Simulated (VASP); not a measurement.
# C (I4_1/amd) in VASP: further runs

C is run at these levels: LDA; tasks: single point.

Program: VASP 6.6.1. These are calculated values, not measurements. Logs are shortened: lines on timing, memory, paths and dates and some standing lists are left out, and cuts for length are marked.

## Step 1: The cell of the first run

It takes space group I4_1/amd (No. 141, tetragonal). The conventional cell has a = 2.485 Å, b = 2.485 Å, c = 3.542 Å, α = 90.00°, β = 90.00°, γ = 90.00°. C (site symmetry -4m2) has 4 C at 1.53 Å within 2.0 Å.

## Step 2: Single point, LDA (in-plane strain -0.005)

INCAR

```
PREC = Accurate
ENCUT = 520
EDIFF = 1E-7
ISMEAR = 0
SIGMA = 0.01
LREAL = False
LASPH = True
NELM = 80
ALGO = Normal
ISIF = 2
LWAVE = False
LCHARG = False
NBANDS = 11
```

KPOINTS

```
Automatic mesh
0
Gamma
  12 12 12
```

POSCAR

```
C
1.0
    1.7570444887      1.7570444887      0.0000000000
   -1.7570444887      1.7570444887      0.0000000000
    0.0000000000      1.7570444887      1.7711714796
C
2
Direct
    0.5000000000      0.5000000000      0.0000000000
    0.7500000000      0.2500000000      0.5000000000
```

Potentials or basis: VASP PAW LDA potentials, release 64 (C).

The run is started by

```
$ cat potpaw_LDA.64/C/POTCAR > POTCAR
$ mpirun -np 1 vasp_std > vasp.out
```

OUTCAR:

```text
PREC = Accurate
   ENCUT = 520
   EDIFF = 1E-7
   ISMEAR = 0
   LREAL = False
   LASPH = True
   NELM = 80
   ISIF = 2

 ion  position               nearest neighbor table
   1  0.500  0.500  0.000-   2 1.53   2 1.53   2 1.53   2 1.53
   2  0.750  0.250  0.500-   1 1.53   1 1.53   1 1.53   1 1.53

  LATTYP: Found a body centered tetragonal cell.
 ALAT       =     2.4848361456
 C/A-ratio  =     1.4255841237

  Lattice vectors:

 A1 = (   1.7570444887,   0.0000000000,  -1.7711714796)
 A2 = (  -1.7570444887,   0.0000000000,  -1.7711714796)
 A3 = (   0.0000000000,   1.7570444887,   1.7711714796)

Analysis of symmetry for initial positions (statically):
=====================================================================
 Subroutine PRICEL returns:
 Original cell was already a primitive cell.

 Routine SETGRP: Setting up the symmetry group for a
 body centered tetragonal supercell.

 Subroutine GETGRP returns: Found 16 space group operations
 (whereof  8 operations were pure point group operations)
 out of a pool of 16 trial point group operations.

The static configuration has the point symmetry D_2d.
 The point group associated with its full space group is D_4h.

Analysis of symmetry for dynamics (positions and initial velocities):
=====================================================================
 Subroutine PRICEL returns:
 Original cell was already a primitive cell.

 Routine SETGRP: Setting up the symmetry group for a
 body centered tetragonal supercell.

 Subroutine GETGRP returns: Found 16 space group operations
 (whereof  8 operations were pure point group operations)
 out of a pool of 16 trial point group operations.

The dynamic configuration has the point symmetry D_2d.
 The point group associated with its full space group is D_4h.

 Subroutine INISYM returns: Found 16 space group operations
 (whereof  8 operations are pure point group operations),
 and found     1 'primitive' translations

----------------------------------------------------------------------------------------

                                     Primitive cell

  volume of cell :      10.9359

  direct lattice vectors                    reciprocal lattice vectors
     1.757044489  1.757044489  0.000000000     0.284568776  0.284568776 -0.282299035
    -1.757044489  1.757044489  0.000000000    -0.284568776  0.284568776 -0.282299035
     0.000000000  1.757044489  1.771171480     0.000000000  0.000000000  0.564598071

  length of vectors
     2.484836146  2.484836146  2.494845435     0.491580636  0.491580636  0.564598071

  position of ions in fractional coordinates (direct lattice)
     0.500000000  0.500000000  0.000000000
     0.750000000  0.250000000  0.500000000

  ion indices of the primitive-cell ions
   primitive index   ion index
                 1           1
                 2           2

----------------------------------------------------------------------------------------

 KPOINTS: Automatic mesh

Automatic generation of k-mesh.
 Grid dimensions read from file:
 generate k-points for:   12   12   12

 Generating k-lattice:

  Cartesian coordinates                     Fractional coordinates (reciprocal lattice)
     0.023714065  0.023714065 -0.023524920     0.083333333  0.000000000  0.000000000
    -0.023714065  0.023714065 -0.023524920     0.000000000  0.083333333  0.000000000
     0.000000000  0.000000000  0.047049839     0.000000000  0.000000000  0.083333333

  Length of vectors
     0.040965053  0.040965053  0.047049839

  Shift w.r.t. Gamma in fractional coordinates (k-lattice)
     0.000000000  0.000000000  0.000000000

 Subroutine IBZKPT returns following result:
 ===========================================

 Found    163 irreducible k-points:

 Following reciprocal coordinates:
            Coordinates               Weight
  0.000000  0.000000  0.000000      1.000000
  0.083333  0.000000  0.000000      8.000000
  0.166667  0.000000  0.000000      8.000000
  0.250000  0.000000  0.000000      8.000000
  0.333333  0.000000  0.000000      8.000000
  0.416667  0.000000 -0.000000      8.000000
[... 16 lines left out ...]
  0.500000  0.166667  0.000000     16.000000
 -0.416667  0.166667  0.000000     16.000000
 [... further k-points ...]
   k-points           NKPTS =    163   k-points in BZ     NKDIM =    163   number of bands    NBANDS=     11
   number of dos      NEDOS =    301   number of ions     NIONS =      2
   total plane-waves  NPLWV =   6480
   dimension x,y,z NGX =    18 NGY =   18 NGZ =   20
   dimension x,y,z NGXF=    36 NGYF=   36 NGZF=   40
   ions per type =               2
   NGX,Y,Z   is equivalent  to a cutoff of  12.04, 12.04, 13.33 a.u.
   NGXF,Y,Z  is equivalent  to a cutoff of  24.09, 24.09, 26.65 a.u.
 SYSTEM =  unknown system
   PREC   = accura    normal or accurate (medium, high low for compatibility)
   ISTART =      0    job   : 0-new  1-cont  2-samecut
   ICHARG =      2    charge: 1-file 2-atom 10-const
   ISPIN  =      1    spin polarized calculation?
   LNONCOLLINEAR =      F non collinear calculations
   LSORBIT =      F    spin-orbit coupling
   LASPH  =      T    aspherical Exc in radial PAW
   ENCUT  =  520.0 eV  38.22 Ry    6.18 a.u.   4.62  4.62  4.64*2*pi/ulx,y,z
   NELM   =     80;   NELMIN=  2; NELMDL= -5     # of ELM steps
   EDIFF  = 0.1E-06   stopping-criterion for ELM
   LREAL  =      F    real-space projection
   EDIFFG = 0.1E-05   stopping-criterion for IOM
   NSW    =      0    number of steps for IOM
   IBRION =     -1    ionic relax: 0-MD 1-quasi-New 2-CG
   NFREE  =      0    steps in history (QN), initial steepest desc. (CG)
   ISIF   =      2    stress and relaxation
   ISYM   =      2    0-nonsym 1-usesym 2-fastsym
   POTIM  = 0.5000    time-step for ionic-motion
   TEBEG  =    0.0;   TEEND  =   0.0 temperature during run
   PSTRESS=    0.0 pullay stress
   NELECT =       8.0000    total number of electrons
   NUPDOWN=      -1.0000    fix difference up-down
   EMIN   =  10.00;   EMAX   =-10.00  energy-range for DOS
   EFERMI =   0.00;   METHOD = LEGACY
   ISMEAR =     0;   SIGMA  =   0.01  broadening in eV -4-tet -1-fermi 0-gaus
   EFERMI_NEDOS =   21; number of points for ismear=-14 and -15
   IALGO  =     38    algorithm
   IMIX   =      4    mixing-type and parameters
     AMIX     =   0.40;   BMIX     =  1.00
     AMIX_MAG =   1.60;   BMIX_MAG =  1.00
  volume/ion in A,a.u.               =       5.47        36.90
  Fermi-wavevector in a.u.,A,eV,Ry     =   1.475093  2.787522 29.604915  2.175900
  Thomas-Fermi vector in A             =   2.589784
   LORBIT       =      0    0 simple, 1 ext, 2 COOP (PROOUT), +10 PAW based schemes
   GGA     = CA    functional components
   LHFCALC =     F    Hartree Fock is set to
   AEXX    =    0.0000 exact exchange contribution
   IVDW    =     0    specifies the selected vdW correction
   LEPSILON=     F    determine dielectric tensor
   LRPA    =     F    only Hartree local field effects (RPA)
 non-spin polarized calculation
 Gauss-broadening in eV      SIGMA  =   0.01
  energy-cutoff  :      520.00
  volume of cell :       10.94
 maximum number of plane-waves:       305
   NGX =  9   NGY =  9   NGZ =  9

 number of electron       8.0000002 magnetization

 Free energy of the ion-electron system (eV)
  ---------------------------------------------------
  ext. energy  EPLUGINS =         0.00000000
  ---------------------------------------------------
  free energy    TOTEN  =       -20.24205669 eV

  energy without entropy =      -20.24205669  energy(sigma->0) =      -20.24205669

 E-fermi :  10.3635     XC(G=0): -13.6776

 val. band max:       10.3085322249   @ k =   0.0000   0.0000   0.0000
 cond. band min:      14.4193149960   @ k =  -0.3333   0.3333   0.0000
 fundamental gap:      4.1107827711
 Fermi energy:        10.3634681134

 k-point     1 :       0.0000    0.0000    0.0000
  band No.  band energies     occupation
      1     -11.5456      2.00000
      2      10.1836      2.00000
      3      10.3085      2.00000
      4      10.3085      2.00000
      5      15.8808      0.00000
      6      15.8808      0.00000
      7      15.9797      0.00000
      8      24.6685      0.00000
      9      29.7585      0.00000
     10      37.0820      0.00000
     11      37.5273      0.00000

 k-point     2 :       0.0833    0.0000    0.0000
  band No.  band energies     occupation
      1     -11.3487      2.00000
      2       9.0155      2.00000
      3       9.8910      2.00000
      4       9.9755      2.00000
      5      16.3211      0.00000
      6      16.3705      0.00000
      7      16.6866      0.00000
      8      24.7712      0.00000
      9      30.0711      0.00000
     10      34.7960      0.00000
     11      35.1263      0.00000

 k-point     3 :       0.1667    0.0000    0.0000
  band No.  band energies     occupation
      1     -10.7600      2.00000
      2       6.4448      2.00000
      3       9.1581      2.00000
      4       9.2576      2.00000
      5      17.2750      0.00000
      6      17.3065      0.00000
      7      17.8977      0.00000
      8      25.0593      0.00000
      9      30.7236      0.00000
     10      33.1907      0.00000
     11      33.4329      0.00000

 k-point     4 :       0.2500    0.0000    0.0000
  band No.  band energies     occupation
      1      -9.7870      2.00000
      2       3.5582      2.00000
      3       8.4055      2.00000
      4       8.5227      2.00000
      5      18.1517      0.00000
      6      18.1624      0.00000
      7      18.8192      0.00000
      8      25.4518      0.00000
      9      31.1655      0.00000
     10      32.8234      0.00000
     11      32.9591      0.00000
[... 239 lines left out ...]
 k-point    22 :       0.4167    0.1667    0.0000
  band No.  band energies     occupation
      1      -5.1164      2.00000
      2      -2.5747      2.00000
      3       4.7252      2.00000
      4       6.5225      2.00000
      5      17.8389      0.00000
      6      20.6337      0.00000
      7      22.0564      0.00000
      8      25.9382      0.00000
      9      29.8396      0.00000
     10      34.7411      0.00000
     11      35.2351      0.00000

 k-point    23 :       0.5000    0.1667    0.0000
  band No.  band energies     occupation
      1      -5.5763      2.00000
      2      -2.0299      2.00000
      3       5.2348      2.00000
      4       6.1316      2.00000
      5      17.3954      0.00000
      6      21.1252      0.00000
      7      22.0732      0.00000
      8      24.7076      0.00000
      9      30.5646      0.00000
     10      34.5477      0.00000
     11      37.2174      0.00000

 k-point    24 :      -0.4167    0.1667    0.0000
  band No.  band energies     occupation
      1      -7.2442      2.00000
      2       0.3046      2.00000
      3       5.9613      2.00000
      4       6.0579      2.00000
      5      16.9831      0.00000
      6      21.3977      0.00000
      7      21.8903      0.00000
      8      23.1069      0.00000
      9      31.5092      0.00000
     10      33.2576      0.00000
     11      38.0478      0.00000

 [... further k-points ...]
[... 5 lines left out ...]
  --------------------------------------------------------------------------------------
  -------------------------------------------------------------------------------------
  Total        0.5168480      0.5168480     -0.0130399      0.0000000      0.0000000      0.0000000
  in kB       75.7211617     75.7211617     -1.9104177      0.0000000      0.0000000      0.0000000
  external PRESSURE =      49.8439686 kB  Pullay stress =       0.0000000 kB

 VOLUME and BASIS-vectors are now :
 -----------------------------------------------------------------------------
  energy-cutoff  :      520.00
  volume of cell :       10.94
      direct lattice vectors                 reciprocal lattice vectors
     1.757044489  1.757044489  0.000000000     0.284568776  0.284568776 -0.282299035
    -1.757044489  1.757044489  0.000000000    -0.284568776  0.284568776 -0.282299035
     0.000000000  1.757044489  1.771171480     0.000000000  0.000000000  0.564598071

 POSITION                                       TOTAL-FORCE (eV/Angst)
 -----------------------------------------------------------------------------------
      0.00000      1.75704      0.00000        -0.000000     -0.000000      0.000000
      0.87852      2.63557      0.88559         0.000000      0.000000      0.000000
 -----------------------------------------------------------------------------------
    total drift:                                0.000000     -0.000000      0.000000

  FREE ENERGIE OF THE ION-ELECTRON SYSTEM (eV)
  ---------------------------------------------------
  free  energy   TOTEN  =       -20.2420566867 eV

  energy  without entropy=      -20.2420566867  energy(sigma->0) =      -20.24205669
```

Run time: 25 s. Hardware: 1 thread of Intel Xeon 8259CL, shared host; peak memory 0.12 GiB.

Results:

- Free energy: -20.2421 eV
- Pressure: 5.0 GPa
- Band gap on the k mesh: 4.11 eV, indirect (least direct gap 5.57 eV)

Caveat: the cell differs from its parent crystal (in-plane strain -0.005). A k mesh can miss the band edges.

[end of part 1 of 2]
